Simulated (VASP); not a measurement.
Set up this calculation in VASP 6.6.1, as the native input.

* Task: single point
* Functional: RPBE
* Potentials or basis: VASP PAW PBE potentials, release 64 (Ga_d)
* Cutoff: 520 eV
* k mesh: 12 × 12 × 4
* Occupations: fermi-dirac, width 0.1 eV
* Spin: no spin polarisation
* Dipole correction: no
* Further INCAR settings: ALGO = Normal; EDIFF = 1e-06; NBANDS = 34

The structure of Ga lies in POSCAR:

```
Ga
1.0
    3.0314356238      0.0000000000      0.0000000000
   -1.5157178119      2.6253002601      0.0000000000
    0.0000000000      0.0000000000      9.8991103374
Ga
4
Direct
    0.0000000000      0.0000000000      0.0000000000
    0.0000000000      0.0000000000      0.5000000000
    0.3333333333      0.6666666667      0.2500000000
    0.6666666667      0.3333333333      0.7500000000
```

This isn't the form of Ga at room conditions, which is orthorhombic.

These files were run (other wordings do the same):

INCAR

```
ALGO = Normal
EDIFF = 1E-6
ENCUT = 520
GGA = RP
ISIF = 2
ISMEAR = -1
LASPH = True
LCHARG = False
LREAL = False
LWAVE = False
NBANDS = 34
NELM = 100
PREC = Accurate
SIGMA = 0.1
```

KPOINTS

```
k-points
0
Gamma
  12 12 4
```

Potentials or basis: VASP PAW PBE potentials, release 64 (Ga_d).

The run is started by

```console
$ cat potpaw_PBE.64/Ga_d/POTCAR > POTCAR
$ mpirun -np 1 vasp_std > vasp.out
```

It gave:

```
Pressure               : 0.0 GPa
Band gap on the k mesh : zero (bands 26 and 27 overlap by 5.33 eV)
```

Caveat: the PAW data sets were made with another functional, which shifts forces and pressure a little.

Run time: 56 s on 1 thread of Intel(R) Xeon(R) 6975P-C (Granite Rapids), with other jobs on the host, peak memory 0.26 GiB.
